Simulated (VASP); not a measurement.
Input of a VASP 6.6.1 run:

File INCAR:

```
PREC     = Accurate       # precision mode
ENCUT    = 520            # plane-wave cutoff, eV
EDIFF    = 1E-6           # SCF threshold, eV
ISMEAR   = 0              # smearing method
SIGMA    = 0.05           # smearing width, eV
LREAL    = False          # projectors in reciprocal space
LASPH    = True           # aspherical terms in the spheres
NELM     = 100            # most SCF steps
ALGO     = Normal         # electronic algorithm
ISIF     = 2              # what is computed and relaxed
LWAVE    = False          # write WAVECAR
LCHARG   = False          # write CHGCAR
GGA      = PE             # functional
NBANDS   = 18             # bands
```

The input KPOINTS:

```
regular mesh
0
Gamma
  9 9 6
```

File POSCAR:

```
LiF
1.0
    3.0467389106      0.0000000000      0.0000000000
   -1.5233694553      2.6385532953      0.0000000000
    0.0000000000      0.0000000000      5.1599570191
Li F
2 2
Direct
    0.3333333333      0.6666666667      0.4116718394
    0.6666666667      0.3333333333      0.9116718394
    0.3333333333      0.6666666667      0.9939266766
    0.6666666667      0.3333333333      0.4939266766
```

Potentials or basis: VASP PAW PBE potentials, release 64 (Li_sv, F).

Launch:

```sh
$ cat potpaw_PBE.64/Li_sv/POTCAR potpaw_PBE.64/F/POTCAR > POTCAR
$ mpirun -np 1 vasp_std > vasp.out
```

Predict the band gap on the k mesh.

7.52 eV, direct.

Estimate the largest force.

0.344 eV/Å.

Forces in eV/Å, atoms in the order of the input:
```
Li   0.000  0.000 -0.344
Li   0.000  0.000 -0.344
F    0.000  0.000  0.344
F    0.000  0.000  0.344
```

 A k mesh can miss the band edges.
